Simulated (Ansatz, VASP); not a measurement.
Al in VASP and in Ansatz

Contents of INCAR:

```
  PREC = Accurate
  ENCUT = 600
  EDIFF = 1E-6
  ISMEAR = 0
  SIGMA = 0.2
  LREAL = False
  LASPH = True
  NELM = 100
  ALGO = Normal
  ISIF = 3
  LWAVE = False
  LCHARG = False
  GGA = PE
  IBRION = 2
  NSW = 80
  EDIFFG = -0.025
```

The input KPOINTS:

```
Automatic mesh
0
Gamma
  8 4 4
```

Contents of POSCAR:

```
Al
1.0
    0.0129737700     -2.7080995413     -0.0348491542
   -5.4384812791      0.0259475399     -0.0885166328
   -0.0885166328     -0.0696983084     -5.5174512437
Al
4
Direct
    0.0013780467     -0.0044902213      0.0011261269
    0.9868199274     -0.0089563818      0.4983329658
    1.0307101589      0.5029490890      0.0037918627
    0.9810918670      0.5104975141      0.4967490446
```

Input for Ansatz:

```yaml
crystal:
  lattice:
    - [0.01297377, -2.7080995413, -0.0348491542]
    - [-5.4384812791, 0.0259475399, -0.0885166328]
    - [-0.0885166328, -0.0696983084, -5.5174512437]
  atoms:
    - { symbol: Al, position: [0.0013780467, -0.0044902213, 0.0011261269] }
    - { symbol: Al, position: [0.9868199274, -0.0089563818, 0.4983329658] }
    - { symbol: Al, position: [1.0307101589, 0.502949089, 0.0037918627] }
    - { symbol: Al, position: [0.981091867, 0.5104975141, 0.4967490446] }
basis:
  ecutwfc: 420
kpoints:
  mp_grid: { grid: [8, 4, 4] }
hamiltonian:
  xc: pbe
scf:
  occupations: { method: gaussian, width: 0.2 }
  lower_state_search: "off"
output:
  forces: true
  stress: true
  eigenvalues: true
relax:
  adjacent_minimum: "off"
  f_tol: 0.025
  max_steps: 60
  cell: { stress_tol: 0.25 }
```

Change from the starting cell: cell x4, atoms moved at random (sigma 0.05 Å) and cell strained at random (1.5 %), then relaxed without symmetry.

Alike in both runs: task relaxation of cell and atoms; functional PBE; k mesh 8 × 4 × 4; occupations gaussian, width 0.2 eV; no spin polarisation.

|  | VASP | Ansatz |
| --- | --- | --- |
| version | VASP 6.6.1 | Ansatz 0.2.0 |
| potentials or method | VASP PAW PBE potentials, release 64 (Al), cutoff 600 eV | scalar-relativistic, plane waves, PAW |
| valence electrons in the cell | 12 | 12 |

```tsv
	VASP	Ansatz	Ansatz less VASP
gap on the k mesh at the Fermi level, each at its own relaxed structure (eV)	none	none	-
relaxed volume (Å³/atom)	16.50	16.73	+0.232
relaxed cell length with the largest relative difference (Å)	4.964	4.674	-0.2898
```

A gap of «none» marks a metal or a gap that the smearing closes. One of these differences is far larger than is usual between the two programs; its cause wasn't traced.

Noted on VASP's run: the volume moved by over 15 % at a fixed basis, so the end points are rough.
